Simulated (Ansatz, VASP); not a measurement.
# TiB2: VASP beside Ansatz

The input POSCAR:

```
TiB2
1.0
    3.0292000000      0.0000000000      0.0000000000
   -1.5146000000      2.6233640000      0.0000000000
    0.0000000000      0.0000000000      3.2284000000
Ti B
1 2
Direct
    0.0000000000      0.0000000000      0.0000000000
    0.3333333333      0.6666666667      0.5000000000
    0.6666666667      0.3333333333      0.5000000000
```

Contents of INCAR.step1:

```
PREC     = Accurate       # precision mode
ENCUT    = 550            # plane-wave cutoff, eV
ISMEAR   = 1              # smearing method
SIGMA    = 0.25           # smearing width, eV
LREAL    = F              # projectors in reciprocal space
LASPH    = T              # aspherical terms in the spheres
NELM     = 120            # most SCF steps
NBANDS   = 16             # bands
GGA      = PE             # functional
ALGO     = Normal         # electronic algorithm
EDIFF    = 1E-5           # SCF threshold, eV
LWAVE    = T              # write WAVECAR
LCHARG   = F              # write CHGCAR
GGA_COMPAT= F
```

Contents of INCAR.step2:

```
PREC     = Accurate       # precision mode
ENCUT    = 550            # plane-wave cutoff, eV
EDIFF    = 1E-6           # SCF threshold, eV
ISMEAR   = 1              # smearing method
SIGMA    = 0.25           # smearing width, eV
LREAL    = F              # projectors in reciprocal space
LASPH    = T              # aspherical terms in the spheres
NELM     = 120            # most SCF steps
ALGO     = Normal         # electronic algorithm
ISIF     = 2              # what is computed and relaxed
LWAVE    = F              # write WAVECAR
LCHARG   = T              # write CHGCAR
METAGGA  = R2SCAN         # meta-GGA
LMIXTAU  = T            
LELF     = T              # ELF
LVHAR    = T            
NBANDS   = 16             # bands
ISTART   = 1            
GGA_COMPAT= F
```

The input KPOINTS:

```
regular mesh
0
Gamma
  10 10 9
```

Input for Ansatz:

```yaml
crystal:
  lattice:
    - [3.0292, 0.0, 0.0]
    - [-1.5146, 2.623364, 0.0]
    - [0.0, 0.0, 3.2284]
  atoms:
    - { symbol: Ti, position: [0.0, 0.0, 0.0] }
    - { symbol: B, position: [0.3333333333333333, 0.6666666666666666, 0.5] }
    - { symbol: B, position: [0.6666666666666666, 0.3333333333333333, 0.5] }
basis:
  ecutwfc: 500.0
kpoints:
  mp_grid:
    grid: [10, 10, 9]
hamiltonian:
  xc: r2scan
  pseudopotentials:
    kind: paw
scf:
  occupations:
    method: cold
    width: 0.25
output:
  forces: true
  stress: true
```

Alike in both runs: task single point; functional r2SCAN; k mesh 10 × 10 × 9; no spin polarisation.

```csv
,VASP,Ansatz
version,VASP 6.6.1,Ansatz 0.2.0
potentials or method,"VASP PAW PBE potentials, release 64 (Ti_sv, B), cutoff 550 eV","plane waves, PAW"
occupations,"methfessel-paxton of order 1, width 0.25 eV","cold, width 0.25 eV"
valence electrons in the cell,18,18
```

|  | VASP | Ansatz | Ansatz less VASP |
| --- | --- | --- | --- |
| pressure (GPa) | -0.4 | -1.2 | -0.83 |
| traceless stress, the component that is largest in VASP (GPa) | 0.52 | 0.44 | -0.075 |

VASP's potentials were made for PBE, not for r2SCAN.
